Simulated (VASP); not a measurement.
# Br (Fd-3m) in VASP: notebook, part 2 of 2

VASP 6.6.1. Earlier steps stand in the parts before.

### Step 4. Single point, PBE

This run uses another cell than the first one, of 29.11 Å³/atom.

INCAR

```
PREC     = Accurate       # precision mode
ENCUT    = 520            # plane-wave cutoff, eV
EDIFF    = 1E-6           # SCF threshold, eV
ISMEAR   = 0              # smearing method
SIGMA    = 0.02           # smearing width, eV
LREAL    = False          # projectors in reciprocal space
LASPH    = True           # aspherical terms in the spheres
NELM     = 60             # most SCF steps
ALGO     = Normal         # electronic algorithm
ISIF     = 2              # what is computed and relaxed
LWAVE    = False          # write WAVECAR
LCHARG   = False          # write CHGCAR
GGA      = PE             # functional
NBANDS   = 14             # bands
```

KPOINTS

```
regular mesh
0
Gamma
  12 12 12
```

POSCAR

```
Br
1.0
    0.0000000000      3.0762648052      3.0762648052
    3.0762648052      0.0000000000      3.0762648052
    3.0762648052      3.0762648052      0.0000000000
Br
2
Direct
    0.0000000000      0.0000000000      0.0000000000
    0.2500000000      0.2500000000      0.2500000000
```

Potentials or basis: VASP PAW PBE potentials, release 64 (Br).

Run with:

```
cat potpaw_PBE.64/Br/POTCAR > POTCAR
mpirun -np 1 vasp_std > vasp.out
```

OUTCAR:

```text
PREC = Accurate
   ENCUT = 520
   EDIFF = 1E-6
   ISMEAR = 0
   LREAL = False
   LASPH = True
   NELM = 60
   ISIF = 2
   GGA = PE

 ion  position               nearest neighbor table
   1  0.000  0.000  0.000-   2 2.66   2 2.66   2 2.66   2 2.66
   2  0.250  0.250  0.250-   1 2.66   1 2.66   1 2.66   1 2.66

  LATTYP: Found a face centered cubic cell.
 ALAT       =     6.1525296104

  Lattice vectors:

 A1 = (   0.0000000000,   3.0762648052,   3.0762648052)
 A2 = (   3.0762648052,   0.0000000000,   3.0762648052)
 A3 = (   3.0762648052,   3.0762648052,   0.0000000000)

Analysis of symmetry for initial positions (statically):
=====================================================================
 Subroutine PRICEL returns:
 Original cell was already a primitive cell.

 Routine SETGRP: Setting up the symmetry group for a
 face centered cubic supercell.

 Subroutine GETGRP returns: Found 48 space group operations
 (whereof 24 operations were pure point group operations)
 out of a pool of 48 trial point group operations.

The static configuration has the point symmetry T_d .
 The point group associated with its full space group is O_h .

Analysis of symmetry for dynamics (positions and initial velocities):
=====================================================================
 Subroutine PRICEL returns:
 Original cell was already a primitive cell.

 Routine SETGRP: Setting up the symmetry group for a
 face centered cubic supercell.

 Subroutine GETGRP returns: Found 48 space group operations
 (whereof 24 operations were pure point group operations)
 out of a pool of 48 trial point group operations.

The dynamic configuration has the point symmetry T_d .
 The point group associated with its full space group is O_h .

 Subroutine INISYM returns: Found 48 space group operations
 (whereof 24 operations are pure point group operations),
 and found     1 'primitive' translations

----------------------------------------------------------------------------------------

                                     Primitive cell

  volume of cell :      58.2239

  direct lattice vectors                    reciprocal lattice vectors
     0.000000000  3.076264805  3.076264805    -0.162534772  0.162534772  0.162534772
     3.076264805  0.000000000  3.076264805     0.162534772 -0.162534772  0.162534772
     3.076264805  3.076264805  0.000000000     0.162534772  0.162534772 -0.162534772

  length of vectors
     4.350495409  4.350495409  4.350495409     0.281518484  0.281518484  0.281518484

  position of ions in fractional coordinates (direct lattice)
     0.000000000  0.000000000  0.000000000
     0.250000000  0.250000000  0.250000000

  ion indices of the primitive-cell ions
   primitive index   ion index
                 1           1
                 2           2

----------------------------------------------------------------------------------------

 KPOINTS: regular mesh

Automatic generation of k-mesh.
 Grid dimensions read from file:
 generate k-points for:   12   12   12

 Generating k-lattice:

  Cartesian coordinates                     Fractional coordinates (reciprocal lattice)
    -0.013544564  0.013544564  0.013544564     0.083333333  0.000000000  0.000000000
     0.013544564 -0.013544564  0.013544564     0.000000000  0.083333333  0.000000000
[... 42 lines left out ...]
   total plane-waves  NPLWV =  32768
   dimension x,y,z NGX =    32 NGY =   32 NGZ =   32
   dimension x,y,z NGXF=    64 NGYF=   64 NGZF=   64
   ions per type =               2
   NGX,Y,Z   is equivalent  to a cutoff of  12.23, 12.23, 12.23 a.u.
   NGXF,Y,Z  is equivalent  to a cutoff of  24.46, 24.46, 24.46 a.u.
 SYSTEM =  unknown system
   PREC   = accura    normal or accurate (medium, high low for compatibility)
   ISTART =      0    job   : 0-new  1-cont  2-samecut
   ICHARG =      2    charge: 1-file 2-atom 10-const
   ISPIN  =      1    spin polarized calculation?
   LNONCOLLINEAR =      F non collinear calculations
   LSORBIT =      F    spin-orbit coupling
   LASPH  =      T    aspherical Exc in radial PAW
   ENCUT  =  520.0 eV  38.22 Ry    6.18 a.u.   8.09  8.09  8.09*2*pi/ulx,y,z
   NELM   =     60;   NELMIN=  2; NELMDL= -5     # of ELM steps
   EDIFF  = 0.1E-05   stopping-criterion for ELM
   LREAL  =      F    real-space projection
   EDIFFG = 0.1E-04   stopping-criterion for IOM
   NSW    =      0    number of steps for IOM
   IBRION =     -1    ionic relax: 0-MD 1-quasi-New 2-CG
   NFREE  =      0    steps in history (QN), initial steepest desc. (CG)
   ISIF   =      2    stress and relaxation
   ISYM   =      2    0-nonsym 1-usesym 2-fastsym
   POTIM  = 0.5000    time-step for ionic-motion
   TEBEG  =    0.0;   TEEND  =   0.0 temperature during run
   PSTRESS=    0.0 pullay stress
   NELECT =      14.0000    total number of electrons
   NUPDOWN=      -1.0000    fix difference up-down
   EMIN   =  10.00;   EMAX   =-10.00  energy-range for DOS
   EFERMI =   0.00;   METHOD = LEGACY
   ISMEAR =     0;   SIGMA  =   0.02  broadening in eV -4-tet -1-fermi 0-gaus
   EFERMI_NEDOS =   21; number of points for ismear=-14 and -15
   IALGO  =     38    algorithm
   IMIX   =      4    mixing-type and parameters
     AMIX     =   0.40;   BMIX     =  1.00
     AMIX_MAG =   1.60;   BMIX_MAG =  1.00
  volume/ion in A,a.u.               =      29.11       196.46
  Fermi-wavevector in a.u.,A,eV,Ry     =   1.018006  1.923753 14.100218  1.036337
  Thomas-Fermi vector in A             =   2.151439
   LORBIT       =      0    0 simple, 1 ext, 2 COOP (PROOUT), +10 PAW based schemes
   GGA     = PE    functional components
   LHFCALC =     F    Hartree Fock is set to
   AEXX    =    0.0000 exact exchange contribution
   IVDW    =     0    specifies the selected vdW correction
   LEPSILON=     F    determine dielectric tensor
   LRPA    =     F    only Hartree local field effects (RPA)
 non-spin polarized calculation
 Gauss-broadening in eV      SIGMA  =   0.02
  energy-cutoff  :      520.00
  volume of cell :       58.22
 maximum number of plane-waves:      1592
   NGX = 17   NGY = 17   NGZ = 17

 number of electron      13.9999994 magnetization

 Free energy of the ion-electron system (eV)
  ---------------------------------------------------
  ext. energy  EPLUGINS =         0.00000000
  ---------------------------------------------------
  free energy    TOTEN  =        -1.10908819 eV

  energy without entropy =       -1.10821844  energy(sigma->0) =       -1.10865331

 E-fermi :   2.2898     XC(G=0):  -8.3724

 val. band max:        2.2782803309   @ k =   0.4167   0.2500   0.0000
 cond. band min:       2.2933220750   @ k =  -0.2500   0.2500   0.0000
 fundamental gap:      0.0150417441
 Fermi energy:         2.2898363450

 k-point     1 :       0.0000    0.0000    0.0000
  band No.  band energies     occupation
      1     -15.3072      2.00000
      2     -10.7662      2.00000
      3      -2.2738      2.00000
      4      -2.2738      2.00000
      5      -2.2738      2.00000
      6       0.4911      2.00000
      7       0.4911      2.00000
      8       0.4911      2.00000
      9       6.8856      0.00000
     10      10.3469      0.00000
     11      10.3469      0.00000
     12      12.4517      0.00000
     13      12.4517      0.00000
     14      12.4517      0.00000
[... 377 lines left out ...]
      1     -14.2550      2.00000
      2     -12.5039      2.00000
      3      -3.7388      2.00000
      4      -3.0680      2.00000
      5      -1.8387      2.00000
      6       1.1745      2.00000
      7       1.7950      2.00000
      8       2.5204      0.00000
      9       8.6015      0.00000
     10       9.6840      0.00000
     11      10.1372      0.00000
     12      11.5442      0.00000
     13      13.4131      0.00000
     14      13.8497      0.00000

 [... further k-points ...]

------------------------ aborting loop because EDIFF is reached ----------------------------------------

  FORCE on cell =-STRESS in cart. coord.  units (eV):
  Direction    XX          YY          ZZ          XY          YZ          ZX
  --------------------------------------------------------------------------------------
  -------------------------------------------------------------------------------------
  Total        5.4531297      5.4531297      5.4531297      0.0000000      0.0000000      0.0000000
  in kB      150.0566554    150.0566554    150.0566554      0.0000000      0.0000000      0.0000000
  external PRESSURE =     150.0566554 kB  Pullay stress =       0.0000000 kB

 VOLUME and BASIS-vectors are now :
 -----------------------------------------------------------------------------
  energy-cutoff  :      520.00
  volume of cell :       58.22
      direct lattice vectors                 reciprocal lattice vectors
     0.000000000  3.076264805  3.076264805    -0.162534772  0.162534772  0.162534772
     3.076264805  0.000000000  3.076264805     0.162534772 -0.162534772  0.162534772
     3.076264805  3.076264805  0.000000000     0.162534772  0.162534772 -0.162534772

 POSITION                                       TOTAL-FORCE (eV/Angst)
 -----------------------------------------------------------------------------------
      0.00000      0.00000      0.00000        -0.000000     -0.000000     -0.000000
      1.53813      1.53813      1.53813         0.000000      0.000000      0.000000
 -----------------------------------------------------------------------------------
    total drift:                               -0.000000      0.000000      0.000000

  FREE ENERGIE OF THE ION-ELECTRON SYSTEM (eV)
  ---------------------------------------------------
  free  energy   TOTEN  =        -1.1090881882 eV

  energy  without entropy=       -1.1082184364  energy(sigma->0) =       -1.10865331
```

Wall time 33 s (1 thread of Intel Xeon Platinum 8259CL at 2.50GHz (Skylake/Cascade Lake), shared host); peak memory 0.19 GiB.

What came out:

```
Free energy            : -1.1091 eV
Pressure               : 15.0 GPa
Band gap on the k mesh : zero (bands 7 and 8 overlap by 2.55 eV)
```

Caveat: the cell stands under pressure.

### Step 5. Single point, PBE

This run uses another cell than the first one, of 42.74 Å³/atom.

INCAR

```
ALGO = Normal ; EDIFF = 1E-7
ENCUT = 520 ; GGA = PE
ISIF = 2 ; ISMEAR = 0
LASPH = True ; LCHARG = False
LREAL = False ; LWAVE = False
NBANDS = 14 ; NELM = 60
PREC = Accurate ; SIGMA = 0.02
```

KPOINTS

```
k-points
0
Gamma
  12 12 12
```

POSCAR

```
Br
1.0
    0.0000000000      3.4964134525      3.4964134525
    3.4964134525      0.0000000000      3.4964134525
    3.4964134525      3.4964134525      0.0000000000
Br
2
Direct
    0.0000000000      0.0000000000      0.0000000000
    0.2500000000      0.2500000000      0.2500000000
```

Run with:

```
cat potpaw_PBE.64/Br/POTCAR > POTCAR
mpirun -np 1 vasp_std > vasp.out
```

It took 1.9 min on 1 thread of Intel Xeon Platinum 8259CL at 2.50GHz (Skylake/Cascade Lake), shared host; peak memory 0.26 GiB.

It converged, with:

| Property | Result |
| --- | --- |
| Free energy | -2.0059 eV |
| Pressure | 0.0 GPa |
| Band gap on the k mesh | zero (bands 7 and 8 overlap by 1.21 eV) |

Levels at points of the mesh, in eV from the Fermi level:
```csv
k point,band 3,band 4,band 5,band 6,band 7,band 8,band 9,band 10,band 11,band 12
"(0.00, 0.00, 0.00)",-2.70,-2.70,-2.70,-0.87,-0.87,-0.87,5.22,9.10,9.10,10.50
"(0.50, 0.00, 0.00)",-3.16,-3.08,-3.08,-0.33,-0.33,-0.19,7.62,7.81,8.89,8.89
"(0.50, 0.50, 0.00)",-3.48,-3.48,-1.84,-1.84,0.34,0.34,7.13,7.13,10.62,10.62
```

### Step 6. Overview

```csv
cell,gap on the mesh (eV),pressure (GPa)
"a = 3.976 Å, angles 60.0°, 2 atoms",none,45.0
"a = 4.123 Å, angles 60.0°, 2 atoms",none,30.0
"a = 4.350 Å, angles 60.0°, 2 atoms",none,15.0
"a = 4.945 Å, angles 60.0°, 2 atoms",none,0.0
```

Alike in all rows: task single point; level PBE; potentials or basis VASP PAW PBE potentials, release 64 (Br); no spin polarisation; k mesh 12 × 12 × 12; cutoff (eV) 520; smearing gaussian 0.02 eV.

Caveats: the cell stands under pressure (at least some runs).

Total energies depend on the potentials used, so only differences within one code and one set of settings carry meaning.
